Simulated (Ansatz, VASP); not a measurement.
AgCl in VASP and in Ansatz

```
Ag Cl
1.0
     2.87818    0.00000    0.00000
     0.00000    2.87818    0.00000
     0.00000    0.00000    2.87818
Ag Cl
1 1
Direct
  0.00000 0.00000 0.00000
  0.50000 0.50000 0.50000
```

Alike in both runs: task relaxation of cell and atoms; functional PBEsol; k mesh 13 × 13 × 13; occupations fermi-dirac, width 0.08 eV; no spin polarisation.

|  | VASP | Ansatz |
| --- | --- | --- |
| version | VASP 6.6.1 | Ansatz 0.2.0 |
| potentials or method | VASP PAW PBE potentials, release 64 (Ag, Cl) | PAW with Ansatz's default frozen-core files, scalar-relativistic |
| plane-wave cutoff (eV) | 600 | 420 |
| valence electrons in the cell | 18 | 26 |

|  | VASP | Ansatz | Ansatz less VASP |
| --- | --- | --- | --- |
| relaxed volume (Å³/atom) | 18.45 | 18.48 | +0.021 |
| relaxed length of the cell vector where the two differ most in proportion (Å) | 3.329 | 3.331 | +0.0012 |

VASP's potentials were made for PBE, not for PBEsol. VASP's potentials hold 18 valence electrons a cell and Ansatz's 26, so a difference there can come from the potentials and not from the codes.

Noted on VASP's run: the volume moved by over 15 % at a fixed basis, so the end points are rough.
